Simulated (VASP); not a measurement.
**I: relaxation of cell and atoms with PBEsol**

I:

```
I
1.0
     2.53835   -3.70662    0.00000
     2.53835    3.70662    0.00000
    -1.62087    0.00000    2.38110
I
1
Cartesian
  1.7279 0.0000 1.1905
```

```json
{
  "Program": "VASP 6.6.1",
  "Task": "relaxation of cell and atoms",
  "Functional": "PBEsol",
  "Potentials or basis": "VASP PAW PBE potentials, release 64 (I)",
  "Cutoff": "600 eV",
  "k mesh": "7 × 7 × 11",
  "Occupations": "fermi-dirac, width 0.05 eV",
  "Spin": "no spin polarisation",
  "Dipole correction": "no",
  "Further INCAR settings": "ALGO = Normal; EDIFF = 1e-07; IBRION = 2; EDIFFG = -0.01; NSW = 60; ISIF = 3"
}
```

```json
{
 "Relaxed volume": "37.78 Å³/atom",
 "Relaxed cell": "a = 4.370 Å, b = 4.370 Å, c = 3.109 Å, α = 111.21°, β = 111.21°, γ = 117.46°",
 "Space group after relaxing (to 0.1 Å)": "C2/m (No. 12)",
 "Energy gained by relaxing": "67.9 meV/atom",
 "Ionic steps": "27",
 "Pressure after relaxing": "0.0 GPa",
 "Band gap on the k mesh": "zero (an odd number of electrons rules out a gap without spin polarisation)"
}
```

The path:
| step | energy change (eV) | largest force (eV/Å) | pressure (GPa) | volume (Å³) |
| --- | --- | --- | --- | --- |
| 1 | 0.0000 | 0.0000 | -0.40 | 44.81 |
| 2 | -0.0015 | 0.0000 | -0.10 | 44.08 |
| 3 | -0.0019 | 0.0000 | 0.12 | 43.61 |
| 4 | -0.0026 | 0.0000 | 0.11 | 43.40 |
| 5 | -0.0047 | 0.0000 | 0.12 | 42.78 |
| 6 | -0.0087 | 0.0000 | 0.17 | 41.55 |
| 7 | -0.0172 | 0.0000 | 0.47 | 39.12 |
| 8 | -0.0221 | 0.0000 | 2.48 | 34.39 |
| 9 | -0.0240 | 0.0000 | 0.95 | 37.23 |
| 10 | -0.0261 | 0.0000 | 1.58 | 35.80 |
| 11 | -0.0278 | 0.0000 | 1.57 | 35.61 |
| 12 | -0.0309 | 0.0000 | 1.61 | 35.03 |
| 13 | -0.0332 | 0.0000 | 2.21 | 33.84 |
| 14 | 0.0146 | 0.0000 | 5.52 | 31.39 |
| 15 | -0.0335 | 0.0000 | 2.35 | 33.66 |
| 16 | -0.0401 | 0.0000 | 1.91 | 33.91 |
| 17 | -0.0527 | 0.0000 | 0.77 | 34.65 |
| 18 | -0.0531 | 0.0000 | 0.40 | 34.93 |
| 19 | -0.0533 | 0.0000 | 0.51 | 34.84 |
| 20 | -0.0554 | 0.0000 | 0.46 | 35.02 |
| 21 | -0.0606 | 0.0000 | 0.34 | 35.56 |
| 22 | -0.0664 | 0.0000 | 0.19 | 36.64 |
| 23 | -0.0664 | 0.0000 | 0.13 | 38.78 |
| 24 | -0.0678 | 0.0000 | 0.14 | 37.85 |
| 25 | -0.0678 | 0.0000 | 0.13 | 37.64 |
| 26 | -0.0679 | 0.0000 | -0.09 | 37.87 |
| 27 | -0.0679 | 0.0000 | 0.00 | 37.78 |

Final structure:
```cif
data_structure
_symmetry_space_group_name_H-M 'P 1'
_symmetry_Int_Tables_number 1
_cell_length_a 4.3698
_cell_length_b 4.3698
_cell_length_c 3.1089
_cell_angle_alpha 111.208
_cell_angle_beta 111.208
_cell_angle_gamma 117.457
_cell_volume 37.78
loop_
_atom_site_label
_atom_site_type_symbol
_atom_site_fract_x
_atom_site_fract_y
_atom_site_fract_z
_atom_site_occupancy
I1 I 0.50000 0.50000 0.50000 1
```

Levels at points of the mesh, in eV from the Fermi level:
```csv
k point,band 1,band 2,band 3,band 4,band 5,band 6,band 7
"(0.00, 0.00, 0.00)",-14.03,-1.66,0.74,1.67,4.65,7.50,8.64
```

Run time: 26 min on 1 thread of AMD EPYC 7R13, on a shared host, peak memory 0.21 GiB.

Caveat: the volume moved by over 15 % at a fixed basis, so the end points are rough; the PAW data sets were made with another functional, which shifts forces and pressure a little; spin-orbit coupling is left out, which moves the levels of the heavy elements; an odd number of electrons without spin polarisation forces a metal; a magnetic or distorted state may lie lower.
